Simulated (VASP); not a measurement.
# Zn4S (Pm-3m) in VASP: further runs

Zn4S is run at these levels: PBE; tasks: single point, relaxation of cell and atoms.

Everything below comes from runs of VASP 6.6.1. Logs are shortened: lines on timing, memory, paths and dates and some standing lists are left out, and cuts for length are marked.

### 1 The cell of the first run

Symmetry: Pm-3m, No. 221, cubic system. Conventional cell: a = 4.709 Å, b = 4.709 Å, c = 4.709 Å, α = 90.00°, β = 90.00°, γ = 90.00°. Zn (site symmetry m-3m) has 6 Zn at 2.35 Å within 3.1 Å. Within 3.1 Å of Zn (site symmetry 4/mmm) lie 2 Zn at 2.35 Å. Within 4.4 Å of S (site symmetry m-3m) lie 20 Zn at 3.33 to 4.08 Å.

### 2 Single point, PBE

The input, INCAR:

```
PREC     = Accurate       # precision mode
ENCUT    = 520            # plane-wave cutoff, eV
EDIFF    = 1E-6           # SCF threshold, eV
ISMEAR   = 0              # smearing method
SIGMA    = 0.1            # smearing width, eV
LREAL    = F              # projectors in reciprocal space
LASPH    = T              # aspherical terms in the spheres
NELM     = 80             # most SCF steps
ALGO     = Normal         # electronic algorithm
ISIF     = 2              # what is computed and relaxed
LWAVE    = F              # write WAVECAR
LCHARG   = F              # write CHGCAR
GGA      = PE             # functional
NBANDS   = 35             # bands
```

The input, KPOINTS:

```
Automatic mesh
0
Gamma
  4 4 4
```

The input, POSCAR:

```
Zn4S
1.0
    4.7093523801      0.0000000000      0.0000000000
    0.0000000000      4.7093523801      0.0000000000
    0.0000000000      0.0000000000      4.7093523801
Zn S
4 1
Direct
    0.5000000000      0.5000000000      0.5000000000
    0.0000000000      0.5000000000      0.5000000000
    0.5000000000      0.0000000000      0.5000000000
    0.5000000000      0.5000000000      0.0000000000
    0.0000000000      0.0000000000      0.0000000000
```

Potentials or basis: VASP PAW PBE potentials, release 64 (Zn, S).

Started as:

```
$ cat potpaw_PBE.64/Zn/POTCAR potpaw_PBE.64/S/POTCAR > POTCAR
$ mpirun -np 1 vasp_std > vasp.out
```

OUTCAR:

```text
PREC = Accurate
   ENCUT = 520
   EDIFF = 1E-6
   ISMEAR = 0
   LREAL = F
   LASPH = T
   NELM = 80
   ISIF = 2
   GGA = PE

 ion  position               nearest neighbor table
   1  0.500  0.500  0.500-   2 2.35   3 2.35   4 2.35   4 2.35   3 2.35   2 2.35
   2  0.000  0.500  0.500-   1 2.35   1 2.35
   3  0.500  0.000  0.500-   1 2.35   1 2.35
   4  0.500  0.500  0.000-   1 2.35   1 2.35
   5  0.000  0.000  0.000-

  LATTYP: Found a simple cubic cell.
 ALAT       =     4.7093523801

  Lattice vectors:

 A1 = (   4.7093523801,   0.0000000000,   0.0000000000)
 A2 = (   0.0000000000,   4.7093523801,   0.0000000000)
 A3 = (   0.0000000000,   0.0000000000,   4.7093523801)

Analysis of symmetry for initial positions (statically):
=====================================================================
 Subroutine PRICEL returns:
 Original cell was already a primitive cell.

 Routine SETGRP: Setting up the symmetry group for a
 simple cubic supercell.

 Subroutine GETGRP returns: Found 48 space group operations
 (whereof 48 operations were pure point group operations)
 out of a pool of 48 trial point group operations.

The static configuration has the point symmetry O_h .

Analysis of symmetry for dynamics (positions and initial velocities):
=====================================================================
 Subroutine PRICEL returns:
 Original cell was already a primitive cell.

 Routine SETGRP: Setting up the symmetry group for a
 simple cubic supercell.

 Subroutine GETGRP returns: Found 48 space group operations
 (whereof 48 operations were pure point group operations)
 out of a pool of 48 trial point group operations.

The dynamic configuration has the point symmetry O_h .

 Subroutine INISYM returns: Found 48 space group operations
 (whereof 48 operations are pure point group operations),
 and found     1 'primitive' translations

----------------------------------------------------------------------------------------

                                     Primitive cell

  volume of cell :     104.4440

  direct lattice vectors                    reciprocal lattice vectors
     4.709352380  0.000000000  0.000000000     0.212343422  0.000000000  0.000000000
     0.000000000  4.709352380  0.000000000     0.000000000  0.212343422  0.000000000
     0.000000000  0.000000000  4.709352380     0.000000000  0.000000000  0.212343422

  length of vectors
     4.709352380  4.709352380  4.709352380     0.212343422  0.212343422  0.212343422

  position of ions in fractional coordinates (direct lattice)
     0.500000000  0.500000000  0.500000000
     0.000000000  0.500000000  0.500000000
     0.500000000  0.000000000  0.500000000
     0.500000000  0.500000000  0.000000000
     0.000000000  0.000000000  0.000000000

  ion indices of the primitive-cell ions
   primitive index   ion index
                 1           1
                 2           2
                 3           3
                 4           4
                 5           5

----------------------------------------------------------------------------------------

 KPOINTS: Automatic mesh

Automatic generation of k-mesh.
 Grid dimensions read from file:
 generate k-points for:    4    4    4

 Generating k-lattice:

  Cartesian coordinates                     Fractional coordinates (reciprocal lattice)
     0.053085856  0.000000000  0.000000000     0.250000000  0.000000000  0.000000000
     0.000000000  0.053085856  0.000000000     0.000000000  0.250000000  0.000000000
     0.000000000  0.000000000  0.053085856     0.000000000  0.000000000  0.250000000

  Length of vectors
     0.053085856  0.053085856  0.053085856

  Shift w.r.t. Gamma in fractional coordinates (k-lattice)
     0.000000000  0.000000000  0.000000000

 Subroutine IBZKPT returns following result:
 ===========================================

 Found     10 irreducible k-points:

 Following reciprocal coordinates:
            Coordinates               Weight
  0.000000  0.000000  0.000000      1.000000
  0.250000  0.000000  0.000000      6.000000
  0.500000  0.000000  0.000000      3.000000
  0.250000  0.250000  0.000000     12.000000
  0.500000  0.250000  0.000000     12.000000
  0.500000  0.500000  0.000000      3.000000
  0.250000  0.250000  0.250000      8.000000
  0.500000  0.250000  0.250000     12.000000
  0.500000  0.500000  0.250000      6.000000
  0.500000  0.500000  0.500000      1.000000
   k-points           NKPTS =     10   k-points in BZ     NKDIM =     10   number of bands    NBANDS=     35
   number of dos      NEDOS =    301   number of ions     NIONS =      5
   total plane-waves  NPLWV =  46656
   dimension x,y,z NGX =    36 NGY =   36 NGZ =   36
   dimension x,y,z NGXF=    72 NGYF=   72 NGZF=   72
   ions per type =               4   1
   NGX,Y,Z   is equivalent  to a cutoff of  12.71, 12.71, 12.71 a.u.
   NGXF,Y,Z  is equivalent  to a cutoff of  25.42, 25.42, 25.42 a.u.
 SYSTEM =  unknown system
   PREC   = accura    normal or accurate (medium, high low for compatibility)
   ISTART =      0    job   : 0-new  1-cont  2-samecut
   ICHARG =      2    charge: 1-file 2-atom 10-const
   ISPIN  =      1    spin polarized calculation?
   LNONCOLLINEAR =      F non collinear calculations
   LSORBIT =      F    spin-orbit coupling
   LASPH  =      T    aspherical Exc in radial PAW
   ENCUT  =  520.0 eV  38.22 Ry    6.18 a.u.   8.76  8.76  8.76*2*pi/ulx,y,z
   NELM   =     80;   NELMIN=  2; NELMDL= -5     # of ELM steps
   EDIFF  = 0.1E-05   stopping-criterion for ELM
   LREAL  =      F    real-space projection
[... 7 lines left out ...]
   TEBEG  =    0.0;   TEEND  =   0.0 temperature during run
   PSTRESS=    0.0 pullay stress
   NELECT =      54.0000    total number of electrons
   NUPDOWN=      -1.0000    fix difference up-down
   EMIN   =  10.00;   EMAX   =-10.00  energy-range for DOS
   EFERMI =   0.00;   METHOD = LEGACY
   ISMEAR =     0;   SIGMA  =   0.10  broadening in eV -4-tet -1-fermi 0-gaus
   EFERMI_NEDOS =   21; number of points for ismear=-14 and -15
   IALGO  =     38    algorithm
   IMIX   =      4    mixing-type and parameters
     AMIX     =   0.40;   BMIX     =  1.00
     AMIX_MAG =   1.60;   BMIX_MAG =  1.00
  volume/ion in A,a.u.               =      20.89       140.96
  Fermi-wavevector in a.u.,A,eV,Ry     =   1.313948  2.483002 23.489911  1.726460
  Thomas-Fermi vector in A             =   2.444235
   LORBIT       =      0    0 simple, 1 ext, 2 COOP (PROOUT), +10 PAW based schemes
   GGA     = PE    functional components
   LHFCALC =     F    Hartree Fock is set to
   AEXX    =    0.0000 exact exchange contribution
   IVDW    =     0    specifies the selected vdW correction
   LEPSILON=     F    determine dielectric tensor
   LRPA    =     F    only Hartree local field effects (RPA)
 non-spin polarized calculation
 Gauss-broadening in eV      SIGMA  =   0.10
  energy-cutoff  :      520.00
  volume of cell :      104.44
 maximum number of plane-waves:      2832
 NGX is ok and might be reduce to    36
   NGX = 17   NGY = 17   NGZ = 17

 number of electron      53.9999949 magnetization

 Free energy of the ion-electron system (eV)
  ---------------------------------------------------
  ext. energy  EPLUGINS =         0.00000000
  ---------------------------------------------------
  free energy    TOTEN  =        -6.29024232 eV

  energy without entropy =       -6.26628544  energy(sigma->0) =       -6.27826388

 E-fermi :   1.3029     XC(G=0):  -9.7506

 val. band max:        1.2998059394   @ k =   0.5000   0.5000   0.0000
 cond. band min:       1.3454536101   @ k =   0.2500   0.2500   0.0000
 fundamental gap:      0.0456476707
 Fermi energy:         1.3029389172

 k-point     1 :       0.0000    0.0000    0.0000
  band No.  band energies     occupation
      1     -10.0679      2.00000
      2      -7.3577      2.00000
      3      -7.3577      2.00000
      4      -7.1902      2.00000
      5      -6.9310      2.00000
      6      -6.9310      2.00000
[... 27 lines left out ...]
     34       7.5725      0.00000
     35       9.6001      0.00000

 k-point     2 :       0.2500    0.0000    0.0000
  band No.  band energies     occupation
      1      -9.9716      2.00000
      2      -7.3545      2.00000
      3      -7.3177      2.00000
      4      -6.9376      2.00000
      5      -6.9268      2.00000
      6      -6.8670      2.00000
[... 27 lines left out ...]
     34       7.2592      0.00000
     35       8.7416      0.00000

 k-point     3 :       0.5000    0.0000    0.0000
  band No.  band energies     occupation
      1      -9.8678      2.00000
      2      -7.3513      2.00000
      3      -7.3374      2.00000
      4      -6.9227      2.00000
      5      -6.7924      2.00000
      6      -6.7924      2.00000
[... 27 lines left out ...]
     34       7.2997      0.00000
     35       7.7702      0.00000

 k-point     4 :       0.2500    0.2500    0.0000
  band No.  band energies     occupation
      1      -9.8979      2.00000
      2      -7.3385      2.00000
      3      -7.1395      2.00000
      4      -6.8647      2.00000
      5      -6.8596      2.00000
      6      -6.8416      2.00000
[... 27 lines left out ...]
     34       7.2544      0.00000
     35       7.4921      0.00000

 k-point     5 :       0.5000    0.2500    0.0000
  band No.  band energies     occupation
      1      -9.8205      2.00000
      2      -7.3362      2.00000
      3      -7.0720      2.00000
      4      -6.8573      2.00000
      5      -6.7866      2.00000
      6      -6.7161      2.00000
[... 27 lines left out ...]
     34       6.3628      0.00000
     35       8.1064      0.00000

 k-point     6 :       0.5000    0.5000    0.0000
  band No.  band energies     occupation
      1      -9.7716      2.00000
      2      -7.3258      2.00000
      3      -6.7806      2.00000
      4      -6.7806      2.00000
      5      -6.7783      2.00000
      6      -6.6162      2.00000
[... 27 lines left out ...]
     34       7.5596      0.00000
     35      10.0312      0.00000

 k-point     7 :       0.2500    0.2500    0.2500
  band No.  band energies     occupation
      1      -9.8414      2.00000
      2      -7.1370      2.00000
      3      -7.1370      2.00000
      4      -6.8166      2.00000
      5      -6.7940      2.00000
      6      -6.7940      2.00000
[... 27 lines left out ...]
     34       8.2028      0.00000
     35       8.9580      0.00000

 k-point     8 :       0.5000    0.2500    0.2500
  band No.  band energies     occupation
      1      -9.7829      2.00000
      2      -7.1344      2.00000
      3      -7.0180      2.00000
      4      -6.7911      2.00000
      5      -6.7164      2.00000
      6      -6.7130      2.00000
[... 27 lines left out ...]
     34       8.7313      0.00000
     35       8.8774      0.00000

 k-point     9 :       0.5000    0.5000    0.2500
  band No.  band energies     occupation
      1      -9.7443      2.00000
      2      -7.0850      2.00000
      3      -6.7750      2.00000
      4      -6.7137      2.00000
      5      -6.7137      2.00000
      6      -6.6232      2.00000
[... 27 lines left out ...]
     34       9.1909      0.00000
     35      10.1735      0.00000

 k-point    10 :       0.5000    0.5000    0.5000
  band No.  band energies     occupation
      1      -9.7165      2.00000
      2      -6.7717      2.00000
      3      -6.7717      2.00000
      4      -6.6303      2.00000
      5      -6.6303      2.00000
      6      -6.6303      2.00000
[... 27 lines left out ...]
     34      10.7544      0.00000
     35      11.3731      0.00000

------------------------ aborting loop because EDIFF is reached ----------------------------------------

  FORCE on cell =-STRESS in cart. coord.  units (eV):
  Direction    XX          YY          ZZ          XY          YZ          ZX
  --------------------------------------------------------------------------------------
  -------------------------------------------------------------------------------------
  Total        0.2211414      0.2211414      0.2211414     -0.0000000     -0.0000000     -0.0000000
  in kB        3.3923225      3.3923225      3.3923225     -0.0000000     -0.0000000     -0.0000000
  external PRESSURE =       3.3923225 kB  Pullay stress =       0.0000000 kB

 VOLUME and BASIS-vectors are now :
 -----------------------------------------------------------------------------
  energy-cutoff  :      520.00
  volume of cell :      104.44
      direct lattice vectors                 reciprocal lattice vectors
     4.709352380  0.000000000  0.000000000     0.212343422  0.000000000  0.000000000
     0.000000000  4.709352380  0.000000000     0.000000000  0.212343422  0.000000000
     0.000000000  0.000000000  4.709352380     0.000000000  0.000000000  0.212343422

 POSITION                                       TOTAL-FORCE (eV/Angst)
 -----------------------------------------------------------------------------------
      2.35468      2.35468      2.35468         0.000000      0.000000      0.000000
      0.00000      2.35468      2.35468         0.000000      0.000000      0.000000
      2.35468      0.00000      2.35468         0.000000      0.000000      0.000000
      2.35468      2.35468      0.00000         0.000000      0.000000      0.000000
      0.00000      0.00000      0.00000         0.000000      0.000000      0.000000
 -----------------------------------------------------------------------------------
    total drift:                                0.000000      0.000000      0.000000

  FREE ENERGIE OF THE ION-ELECTRON SYSTEM (eV)
  ---------------------------------------------------
  free  energy   TOTEN  =        -6.2902423213 eV

  energy  without entropy=       -6.2662854375  energy(sigma->0) =       -6.27826388
```

Wall time 67 s (1 thread of AMD EPYC 7R13, shared host); peak memory 0.18 GiB.

Results:

```yaml
Free_energy: -6.2902 eV
Pressure: 0.3 GPa
Band_gap_on_the_k_mesh: zero (band 27 reaches 1.61 eV, above the bottom of band 28 at -1.22 eV)
```

Levels at points of the mesh, in eV from the Fermi level:
| k point | band 24 | band 25 | band 26 | band 27 | band 28 | band 29 | band 30 | band 31 |
| --- | --- | --- | --- | --- | --- | --- | --- | --- |
| (0.00, 0.00, 0.00) | -2.20 | -2.20 | 0.08 | 0.08 | 0.74 | 0.74 | 0.74 | 4.37 |
| (0.50, 0.00, 0.00) | -1.26 | -1.26 | -0.95 | -0.09 | -0.09 | 0.63 | 3.45 | 4.04 |
| (0.50, 0.50, 0.00) | -4.37 | -0.94 | 0.00 | 0.00 | 0.86 | 1.20 | 1.89 | 3.75 |
| (0.50, 0.50, 0.50) | -3.02 | -3.02 | -2.52 | -2.52 | -2.52 | 4.05 | 4.05 | 4.05 |

### 3 Relaxation of cell and atoms, PBE

This run uses another cell than the first one, of 15.36 Å³/atom, 0.735 times its volume.

The input, INCAR:

```
PREC = Accurate
ENCUT = 600
EDIFF = 1E-6
ISMEAR = 0
SIGMA = 0.1
LREAL = F
LASPH = T
NELM = 60
ALGO = Normal
ISIF = 3
LWAVE = F
LCHARG = F
GGA = PE
IBRION = 2
NSW = 90
EDIFFG = -0.04
```

KPOINTS is that of step 2.

POSCAR, as its differences from that of step 2:

```diff
@@ -2,5 +2,5 @@
 1.0
-    4.7093523801      0.0000000000      0.0000000000
-    0.0000000000      4.7093523801      0.0000000000
-    0.0000000000      0.0000000000      4.7093523801
+    4.2501895800      0.0000000000      0.0000000000
+    0.0000000000      4.2501895800      0.0000000000
+    0.0000000000      0.0000000000      4.2501895800
 Zn S
```

Potentials or basis: VASP PAW PBE potentials, release 64 (Zn, S).

Started as:

```
$ cat potpaw_PBE.64/Zn/POTCAR potpaw_PBE.64/S/POTCAR > POTCAR
$ mpirun -np 1 vasp_std > vasp.out
```

It took 2.3 min on 1 thread of AMD EPYC 7R13, shared host; peak memory 0.19 GiB.

It converged, with:

| Quantity | Value |
| --- | --- |
| Free energy | -6.2847 eV |
| Relaxed volume | 20.90 Å³/atom |
| Relaxed cell | a = 4.710 Å, b = 4.710 Å, c = 4.710 Å, α = 90.00°, β = 90.00°, γ = 90.00° |
| Space group after relaxing (to 0.05 Å) | Pm-3m (No. 221) |
| Energy gained by relaxing | 391.0 meV/atom |
| Ionic steps | 3 |
| Pressure after relaxing | 0.2 GPa |
| Band gap on the k mesh | zero (band 27 reaches 1.61 eV, above the bottom of band 28 at -1.22 eV) |

Step by step:
| step | energy change (eV) | largest force (eV/Å) | pressure (GPa) | volume (Å³) |
| --- | --- | --- | --- | --- |
| 1 | 0.0000 | 0.0000 | 29.66 | 76.78 |
| 2 | -1.8920 | 0.0000 | -2.40 | 112.89 |
| 3 | -1.9548 | 0.0000 | 0.23 | 104.51 |

Final structure:
```yaml
crystal:
  lattice:
    - [4.71035, 0.00000, 0.00000]
    - [0.00000, 4.71035, 0.00000]
    - [0.00000, 0.00000, 4.71035]
  atoms:
    - { symbol: Zn, position: [0.50000, 0.50000, 0.50000] }
    - { symbol: Zn, position: [0.00000, 0.50000, 0.50000] }
    - { symbol: Zn, position: [0.50000, 0.00000, 0.50000] }
    - { symbol: Zn, position: [0.50000, 0.50000, 0.00000] }
    - { symbol: S, position: [0.00000, 0.00000, 0.00000] }
```

Levels at points of the mesh, in eV from the Fermi level:
```tsv
k point	band 23	band 24	band 25	band 26	band 27	band 28	band 29	band 30	band 31	band 32
(0.00, 0.00, 0.00)	-2.20	-2.20	-2.20	0.08	0.08	0.74	0.74	0.74	4.36	6.27
(0.50, 0.00, 0.00)	-3.72	-1.25	-1.25	-0.95	-0.09	-0.09	0.63	3.46	4.04	5.31
(0.50, 0.50, 0.00)	-4.37	-4.37	-0.94	0.00	0.00	0.86	1.21	1.89	3.75	3.75
(0.50, 0.50, 0.50)	-3.02	-3.02	-3.02	-2.52	-2.52	-2.52	4.05	4.05	4.05	9.03
```

Caveat: the k points lie up to 0.33 Å⁻¹ apart in the final cell; the volume moved by over 15 % at a fixed basis, so the end points are rough.

(Continued in part 2 of 2.)
